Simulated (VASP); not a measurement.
# In (I4/mmm) in VASP: single point with r2SCAN

Aim: the single point of In with r2SCAN.

Everything below comes from runs of VASP 6.6.1. Logs are shortened: lines on timing, memory, paths and dates and some standing lists are left out, and cuts for length are marked.

**1. The cell of the first run**

The structure is tetragonal, space group I4/mmm (No. 139). Conventional cell: a = 3.221 Å, b = 3.221 Å, c = 5.052 Å, α = 90.00°, β = 90.00°, γ = 90.00°. In (site symmetry 4/mmm) has 12 In at 3.22 to 3.40 Å within 4.2 Å.

**2. Single point, r2SCAN**

Input file POSCAR:

```
In
1.0
   -1.6103727107      1.6103727107      2.5260614761
    1.6103727107     -1.6103727107      2.5260614761
    1.6103727107      1.6103727107     -2.5260614761
In
1
Direct
    0.0000000000      0.0000000000      0.0000000000
```

Input file INCAR.step1:

```
SYSTEM = In
  ALGO = Normal
  EDIFF = 1E-4
  ENCUT = 520
  GGA = PE
  ISMEAR = 0
  LASPH = .True.
  LCHARG = .False.
  LREAL = .False.
  LWAVE = .True.
  NBANDS = 12
  NELM = 100
  PREC = Accurate
  SIGMA = 0.1
```

Input file INCAR.step2:

```
SYSTEM = In
  ALGO = Normal
  EDIFF = 1E-6
  ENCUT = 520
  ISIF = 2
  ISMEAR = 0
  ISTART = 1
  LASPH = .True.
  LCHARG = .False.
  LMIXTAU = .True.
  LREAL = .False.
  LWAVE = .False.
  METAGGA = R2SCAN
  NBANDS = 12
  NELM = 100
  PREC = Accurate
  SIGMA = 0.1
```

Input file KPOINTS:

```
k-points
0
Gamma
  18 18 18
  0 0 0
```

Potentials or basis: VASP PAW PBE potentials, release 64 (In_d).

Command:

```console
> cat potpaw_PBE.64/In_d/POTCAR > POTCAR
> cp INCAR.step1 INCAR
> mpirun -np 1 vasp_std > vasp.out
> cp INCAR.step2 INCAR
> mpirun -np 1 vasp_std > vasp.out
```

OUTCAR:

```text
SYSTEM = In
   EDIFF = 1E-6
   ENCUT = 520
   ISIF = 2
   ISMEAR = 0
   ISTART = 1
   LASPH = .True.
   LREAL = .False.
   METAGGA = R2SCAN
   NELM = 100
   PREC = Accurate

 ion  position               nearest neighbor table
   1  0.000  0.000  0.000-

  LATTYP: Found a body centered tetragonal cell.
 ALAT       =     3.2207454214
 C/A-ratio  =     1.5686191521

  Lattice vectors:

 A1 = (  -1.6103727107,   1.6103727107,   2.5260614761)
 A2 = (   1.6103727107,  -1.6103727107,   2.5260614761)
 A3 = (   1.6103727107,   1.6103727107,  -2.5260614761)

Analysis of symmetry for initial positions (statically):
=====================================================================
 Subroutine PRICEL returns:
 Original cell was already a primitive cell.

 Routine SETGRP: Setting up the symmetry group for a
 body centered tetragonal supercell.

 Subroutine GETGRP returns: Found 16 space group operations
 (whereof 16 operations were pure point group operations)
 out of a pool of 16 trial point group operations.

The static configuration has the point symmetry D_4h.

Analysis of symmetry for dynamics (positions and initial velocities):
=====================================================================
 Subroutine PRICEL returns:
 Original cell was already a primitive cell.

 Routine SETGRP: Setting up the symmetry group for a
 body centered tetragonal supercell.

 Subroutine GETGRP returns: Found 16 space group operations
 (whereof 16 operations were pure point group operations)
 out of a pool of 16 trial point group operations.

The dynamic configuration has the point symmetry D_4h.

 Subroutine INISYM returns: Found 16 space group operations
 (whereof 16 operations are pure point group operations),
 and found     1 'primitive' translations

----------------------------------------------------------------------------------------

                                     Primitive cell

  volume of cell :      26.2033

  direct lattice vectors                    reciprocal lattice vectors
    -1.610372711  1.610372711  2.526061476     0.000000000  0.310487129  0.197936592
     1.610372711 -1.610372711  2.526061476     0.310487129  0.000000000  0.197936592
     1.610372711  1.610372711 -2.526061476     0.310487129  0.310487129  0.000000000

  length of vectors
     3.401115569  3.401115569  3.401115569     0.368213460  0.368213460  0.439095109

  position of ions in fractional coordinates (direct lattice)
     0.000000000  0.000000000  0.000000000

  ion indices of the primitive-cell ions
   primitive index   ion index
                 1           1

----------------------------------------------------------------------------------------

 KPOINTS: k-points

Automatic generation of k-mesh.
 Grid dimensions read from file:
 generate k-points for:   18   18   18

 Generating k-lattice:

  Cartesian coordinates                     Fractional coordinates (reciprocal lattice)
     0.000000000  0.017249285  0.010996477     0.055555556  0.000000000  0.000000000
     0.017249285  0.000000000  0.010996477     0.000000000  0.055555556  0.000000000
     0.017249285  0.017249285  0.000000000     0.000000000  0.000000000  0.055555556

  Length of vectors
     0.020456303  0.020456303  0.024394173

  Shift w.r.t. Gamma in fractional coordinates (k-lattice)
     0.000000000  0.000000000  0.000000000

 Subroutine IBZKPT returns following result:
 ===========================================

 Found    480 irreducible k-points:

 Following reciprocal coordinates:
            Coordinates               Weight
  0.000000  0.000000  0.000000      1.000000
  0.055556 -0.000000  0.000000      8.000000
  0.111111 -0.000000  0.000000      8.000000
  0.166667 -0.000000  0.000000      8.000000
  0.222222  0.000000  0.000000      8.000000
  0.277778  0.000000  0.000000      8.000000
[... 16 lines left out ...]
 -0.277778  0.055556  0.000000     16.000000
 -0.222222  0.055556  0.000000     16.000000
 [... further k-points ...]
   k-points           NKPTS =    480   k-points in BZ     NKDIM =    480   number of bands    NBANDS=     12
   number of dos      NEDOS =    301   number of ions     NIONS =      1
   total plane-waves  NPLWV =  21952
   dimension x,y,z NGX =    28 NGY =   28 NGZ =   28
   dimension x,y,z NGXF=    56 NGYF=   56 NGZF=   56
   ions per type =               1
   NGX,Y,Z   is equivalent  to a cutoff of  13.69, 13.69, 13.69 a.u.
   NGXF,Y,Z  is equivalent  to a cutoff of  27.37, 27.37, 27.37 a.u.
 SYSTEM =  In
   PREC   = accura    normal or accurate (medium, high low for compatibility)
   ISTART =      1    job   : 0-new  1-cont  2-samecut
   ICHARG =      0    charge: 1-file 2-atom 10-const
   ISPIN  =      1    spin polarized calculation?
   LNONCOLLINEAR =      F non collinear calculations
   LSORBIT =      F    spin-orbit coupling
   LASPH  =      T    aspherical Exc in radial PAW
   ENCUT  =  520.0 eV  38.22 Ry    6.18 a.u.   6.32  6.32  6.32*2*pi/ulx,y,z
   NELM   =    100;   NELMIN=  2; NELMDL=  0     # of ELM steps
   EDIFF  = 0.1E-05   stopping-criterion for ELM
   LREAL  =      F    real-space projection
   EDIFFG = 0.1E-04   stopping-criterion for IOM
   NSW    =      0    number of steps for IOM
   IBRION =     -1    ionic relax: 0-MD 1-quasi-New 2-CG
   NFREE  =      0    steps in history (QN), initial steepest desc. (CG)
   ISIF   =      2    stress and relaxation
   ISYM   =      2    0-nonsym 1-usesym 2-fastsym
   POTIM  = 0.5000    time-step for ionic-motion
   TEBEG  =    0.0;   TEEND  =   0.0 temperature during run
   PSTRESS=    0.0 pullay stress
   NELECT =      13.0000    total number of electrons
   NUPDOWN=      -1.0000    fix difference up-down
   EMIN   =  10.00;   EMAX   =-10.00  energy-range for DOS
   EFERMI =   0.00;   METHOD = LEGACY
   ISMEAR =     0;   SIGMA  =   0.10  broadening in eV -4-tet -1-fermi 0-gaus
   EFERMI_NEDOS =   21; number of points for ismear=-14 and -15
   IALGO  =     38    algorithm
   IMIX   =      4    mixing-type and parameters
     AMIX     =   0.40;   BMIX     =  1.00
     AMIX_MAG =   1.60;   BMIX_MAG =  1.00
  volume/ion in A,a.u.               =      26.20       176.83
  Fermi-wavevector in a.u.,A,eV,Ry     =   1.295996  2.449078 22.852427  1.679606
  Thomas-Fermi vector in A             =   2.427481
   LORBIT       =      0    0 simple, 1 ext, 2 COOP (PROOUT), +10 PAW based schemes
   METAGGA = R2SCAN    functional components
   LHFCALC =     F    Hartree Fock is set to
   AEXX    =    0.0000 exact exchange contribution
   IVDW    =     0    specifies the selected vdW correction
   LEPSILON=     F    determine dielectric tensor
   LRPA    =     F    only Hartree local field effects (RPA)
 non-spin polarized calculation
 Gauss-broadening in eV      SIGMA  =   0.10
  energy-cutoff  :      520.00
  volume of cell :       26.20
 maximum number of plane-waves:       721
 NGX is ok and might be reduce to    28
   NGX = 13   NGY = 13   NGZ = 13

 number of electron      13.0000004 magnetization

 Free energy of the ion-electron system (eV)
  ---------------------------------------------------
  ext. energy  EPLUGINS =         0.00000000
  ---------------------------------------------------
  free energy    TOTEN  =       -22.57491584 eV

  energy without entropy =      -22.57328392  energy(sigma->0) =      -22.57409988

 E-fermi :   7.4705     XC(G=0): -11.0684

 val. band max:        7.4561046699   @ k =  -0.4444  -0.4444   0.1667
 cond. band min:       7.5338154978   @ k =   0.5000   0.2222   0.0556
 fundamental gap:      0.0777108278
 Fermi energy:         7.4705431926

 k-point     1 :       0.0000    0.0000    0.0000
  band No.  band energies     occupation
      1      -7.8752      2.00000
      2      -7.7141      2.00000
      3      -7.7141      2.00000
      4      -7.6762      2.00000
      5      -7.5128      2.00000
      6      -2.5599      2.00000
      7      18.6071      0.00000
      8      18.6071      0.00000
      9      18.8715      0.00000
     10      19.7144      0.00000
     11      21.9296      0.00000
     12      22.2546      0.00000

 k-point     2 :       0.0556   -0.0000    0.0000
  band No.  band energies     occupation
      1      -7.8690      2.00000
      2      -7.7153      2.00000
      3      -7.7091      2.00000
      4      -7.6745      2.00000
      5      -7.5155      2.00000
      6      -2.4886      2.00000
      7      17.6893      0.00000
      8      18.5258      0.00000
      9      18.5662      0.00000
     10      19.5536      0.00000
     11      22.2097      0.00000
     12      22.4439      0.00000

 k-point     3 :       0.1111   -0.0000    0.0000
  band No.  band energies     occupation
      1      -7.8534      2.00000
      2      -7.7217      2.00000
      3      -7.6957      2.00000
      4      -7.6650      2.00000
      5      -7.5224      2.00000
      6      -2.2735      2.00000
      7      15.7897      0.00000
      8      18.0005      0.00000
      9      18.3277      0.00000
     10      19.5033      0.00000
     11      21.6224      0.00000
     12      22.9632      0.00000

 k-point     4 :       0.1667   -0.0000    0.0000
  band No.  band energies     occupation
      1      -7.8365      2.00000
      2      -7.7357      2.00000
      3      -7.6783      2.00000
      4      -7.6403      2.00000
      5      -7.5296      2.00000
      6      -1.9118      2.00000
      7      13.7659      0.00000
      8      17.3474      0.00000
      9      18.0941      0.00000
     10      19.4916      0.00000
     11      20.9154      0.00000
     12      23.7201      0.00000

 k-point     5 :       0.2222    0.0000    0.0000
  band No.  band energies     occupation
      1      -7.8260      2.00000
      2      -7.7559      2.00000
      3      -7.6652      2.00000
      4      -7.5983      2.00000
      5      -7.5299      2.00000
      6      -1.4007      2.00000
      7      11.7833      0.00000
      8      16.7058      0.00000
      9      17.8807      0.00000
     10      19.4845      0.00000
     11      20.3071      0.00000
     12      24.0185      0.00000
[... 228 lines left out ...]
      1      -7.8252      2.00000
      2      -7.8039      2.00000
      3      -7.6833      2.00000
      4      -7.4989      2.00000
      5      -7.4439      2.00000
      6       0.8088      2.00000
      7       6.9714      2.00000
      8      14.9481      0.00000
      9      17.2040      0.00000
     10      19.1087      0.00000
     11      19.8134      0.00000
     12      22.2620      0.00000

 k-point    22 :      -0.3333    0.0556    0.0000
  band No.  band energies     occupation
      1      -7.8127      2.00000
      2      -7.7922      2.00000
      3      -7.6716      2.00000
      4      -7.5293      2.00000
      5      -7.4862      2.00000
      6      -0.1090      2.00000
      7       8.6664      0.00000
      8      15.2527      0.00000
      9      17.3334      0.00000
     10      19.5201      0.00000
     11      20.2228      0.00000
     12      22.1359      0.00000

 k-point    23 :      -0.2778    0.0556    0.0000
  band No.  band energies     occupation
      1      -7.8059      2.00000
      2      -7.7747      2.00000
      3      -7.6640      2.00000
      4      -7.5662      2.00000
      5      -7.5249      2.00000
      6      -0.8790      2.00000
      7      10.4822      0.00000
      8      15.6744      0.00000
      9      17.4806      0.00000
     10      19.9036      0.00000
     11      20.7445      0.00000
     12      22.1675      0.00000

 k-point    24 :      -0.2222    0.0556    0.0000
  band No.  band energies     occupation
      1      -7.8076      2.00000
      2      -7.7558      2.00000
      3      -7.6688      2.00000
      4      -7.6083      2.00000
      5      -7.5414      2.00000
      6      -1.4981      2.00000
      7      12.4014      0.00000
      8      16.1963      0.00000
      9      17.6715      0.00000
     10      19.9978      0.00000
     11      21.3292      0.00000
     12      22.4979      0.00000

 [... further k-points ...]
[... 5 lines left out ...]
  --------------------------------------------------------------------------------------
  -------------------------------------------------------------------------------------
  Total        0.0026869      0.0026869      0.0037888      0.0000000     -0.0000000      0.0000000
  in kB        0.1642881      0.1642881      0.2316609      0.0000000     -0.0000000      0.0000000
  external PRESSURE =       0.1867457 kB  Pullay stress =       0.0000000 kB

 VOLUME and BASIS-vectors are now :
 -----------------------------------------------------------------------------
  energy-cutoff  :      520.00
  volume of cell :       26.20
      direct lattice vectors                 reciprocal lattice vectors
    -1.610372711  1.610372711  2.526061476     0.000000000  0.310487129  0.197936592
     1.610372711 -1.610372711  2.526061476     0.310487129  0.000000000  0.197936592
     1.610372711  1.610372711 -2.526061476     0.310487129  0.310487129  0.000000000

 POSITION                                       TOTAL-FORCE (eV/Angst)
 -----------------------------------------------------------------------------------
      0.00000      0.00000      0.00000         0.000000      0.000000      0.000000
 -----------------------------------------------------------------------------------
    total drift:                                0.000000     -0.000000     -0.000000

  FREE ENERGIE OF THE ION-ELECTRON SYSTEM (eV)
  ---------------------------------------------------
  free  energy   TOTEN  =       -22.5749158391 eV

  energy  without entropy=      -22.5732839228  energy(sigma->0) =      -22.57409988
```

Run time: 18 min. Hardware: 1 thread of Intel Xeon 8259CL, shared host; peak memory 0.28 GiB.

Results:

- Free energy: -22.5749 eV
- Pressure: 0.0 GPa
- Band gap on the k mesh: zero (an odd number of electrons rules out a gap without spin polarisation)

Caveat: the PAW data sets were made with another functional, which shifts forces and pressure a little; spin-orbit coupling is left out, which moves the levels of the heavy elements.
